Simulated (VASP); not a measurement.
Crystal: HgC2S2N2.

```
CELL_PARAMETERS angstrom
5.44166 -2.00284 -0.02916
5.44166 2.00284 -0.02916
-0.62670 0.00000 6.41376
ATOMIC_POSITIONS crystal
Hg 0.00000 0.00000 0.00000
C 0.26706 0.26706 0.22343
C 0.73294 0.73294 0.77657
S 0.13375 0.13375 0.32641
S 0.86625 0.86625 0.67359
N 0.36380 0.36380 0.15679
N 0.63620 0.63620 0.84321
```

| Quantity | Value |
| --- | --- |
| Program | VASP 6.6.1 |
| Task | relaxation of cell and atoms |
| Functional | PBEsol |
| Potentials or basis | VASP PAW PBE potentials, release 64 (Hg, C, S, N) |
| Cutoff | 600 eV |
| k mesh | 6 × 6 × 4 |
| Occupations | gaussian, width 0.02 eV |
| Spin | no spin polarisation |

At the start: pressure -0.5 GPa; volume 19.96 Å³/atom.

Q: Where does the relaxation end?

A: Over 60 steps the energy falls by 3.0 meV/atom; space group C2/m (No. 12, to 0.1 Å) before and after.

Step by step:
```tsv
step	energy change (eV)	largest force (eV/Å)	pressure (GPa)	volume (Å³)
1	0.0000	0.5895	-0.52	139.73
3	-0.0042	0.1769	-0.78	139.56
5	-0.0067	0.1309	-0.15	139.00
7	-0.0092	0.1375	0.02	137.97
9	-0.0096	0.1456	0.16	137.84
11	-0.0128	0.1734	-0.20	137.37
13	-0.0146	0.2061	0.23	136.91
15	-0.0152	0.1046	0.17	136.76
17	-0.0159	0.1179	-0.03	136.84
19	-0.0161	0.1380	-0.15	136.89
21	-0.0166	0.1235	-0.06	136.90
23	-0.0168	0.1168	-0.01	136.91
25	-0.0177	0.0671	0.20	136.91
27	-0.0178	0.1001	0.08	136.99
29	-0.0181	0.0643	0.00	137.20
31	-0.0187	0.0741	0.03	137.56
33	-0.0195	0.2737	0.22	139.18
35	-0.0197	0.2014	0.16	138.76
37	-0.0201	0.1155	0.06	139.05
39	-0.0203	0.0504	-0.05	139.44
41	-0.0205	0.0308	-0.10	139.51
43	-0.0206	0.0605	-0.15	139.58
45	-0.0208	0.0996	0.05	139.52
47	-0.0209	0.0236	0.06	139.50
49	-0.0210	0.0254	0.03	139.54
51	-0.0210	0.1065	-0.14	139.72
53	-0.0210	0.0651	-0.05	139.64
55	-0.0211	0.0425	-0.05	139.68
57	-0.0211	0.0413	-0.05	139.76
59	-0.0212	0.0285	-0.04	139.77
60	-0.0212	0.0191	-0.02	139.79
```

Final structure:
```cif
data_structure
_symmetry_space_group_name_H-M 'P 1'
_symmetry_Int_Tables_number 1
_cell_length_a 5.7109
_cell_length_b 5.7109
_cell_length_c 6.5675
_cell_angle_alpha 95.232
_cell_angle_beta 95.232
_cell_angle_gamma 40.976
_cell_volume 139.79
loop_
_atom_site_label
_atom_site_type_symbol
_atom_site_fract_x
_atom_site_fract_y
_atom_site_fract_z
_atom_site_occupancy
Hg1 Hg 0.00000 0.00000 0.00000 1
C1 C 0.27014 0.27014 0.21467 1
C2 C 0.72986 0.72986 0.78533 1
S1 S 0.13668 0.13668 0.31902 1
S2 S 0.86332 0.86332 0.68098 1
N1 N 0.36811 0.36811 0.14552 1
N2 N 0.63189 0.63189 0.85448 1
```

Caveat: the PAW data sets were made with another functional, which shifts forces and pressure a little.
